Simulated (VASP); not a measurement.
Write the native input for VASP 6.6.1 that does the following.

```
Task                   : single point
Functional             : PBE
Potentials or basis    : VASP PAW PBE potentials, release 64 (Si)
Cutoff                 : 520 eV
k mesh                 : 8 × 8 × 8
Occupations            : gaussian, width 0.1 eV
Spin                   : no spin polarisation
Dipole correction      : no
Further INCAR settings : ALGO = Normal; EDIFF = 1e-07; NBANDS = 8
```

The structure of Si lies in POSCAR:

```
Si
1.0
    0.0000000000      1.9108305409      1.9108305409
    1.9108305409      0.0000000000      1.9108305409
    1.9108305409      1.9108305409      0.0000000000
Si
1
Direct
    0.0000000000      0.0000000000      0.0000000000
```

These files were run (other wordings do the same):

INCAR

```
PREC = Accurate ; ENCUT = 520
EDIFF = 1E-7 ; ISMEAR = 0
SIGMA = 0.1 ; LREAL = F
LASPH = T ; NELM = 100
ALGO = Normal ; ISIF = 2
LWAVE = F ; LCHARG = F
GGA = PE ; NBANDS = 8
```

KPOINTS

```
regular mesh
0
Gamma
  8 8 8
```

Potentials or basis: VASP PAW PBE potentials, release 64 (Si).

Launch:

```console
$ cat potpaw_PBE.64/Si/POTCAR > POTCAR
$ mpirun -np 1 vasp_std > vasp.out
```

It gave:

```
Pressure               : 2.3 GPa
Band gap on the k mesh : zero (band 2 reaches 22.24 eV, above the bottom of band 3 at 7.47 eV)
```

Wall time 7.5 s on 1 thread of AMD EPYC 7R13, on a shared host, peak memory 0.09 GiB.
